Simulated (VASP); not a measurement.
A run of VASP 6.6.1 is set up as follows.

The input INCAR:

```
PREC = Accurate ; ENCUT = 520
EDIFF = 1E-6 ; ISMEAR = -1
SIGMA = 0.1 ; LREAL = F
LASPH = T ; NELM = 80
ALGO = Normal ; ISIF = 2
LWAVE = F ; LCHARG = F
GGA = PS ; NBANDS = 18
```

File KPOINTS:

```
regular mesh
0
Gamma
  15 15 8
```

The input POSCAR:

```
Sc
1.0
    3.2760790572      0.0000000000      0.0000000000
   -1.6380395286      2.8371676883      0.0000000000
    0.0000000000      0.0000000000      5.1051133920
Sc
2
Direct
    0.3333333333      0.6666666667      0.2500000000
    0.6666666667      0.3333333333      0.7500000000
```

Potentials or basis: VASP PAW PBE potentials, release 64 (Sc_sv).

The run is started by

```bash
$ cat potpaw_PBE.64/Sc_sv/POTCAR > POTCAR
$ mpirun -np 1 vasp_std > vasp.out
```

Question: Predict the pressure.

Answer: 0.0 GPa.

Question: What does it give for the band gap on the k mesh?

Answer: Zero (band 11 reaches 4.79 eV, above the bottom of band 12 at 3.25 eV).

Caveat: the PAW data sets were made with another functional, which shifts forces and pressure a little.
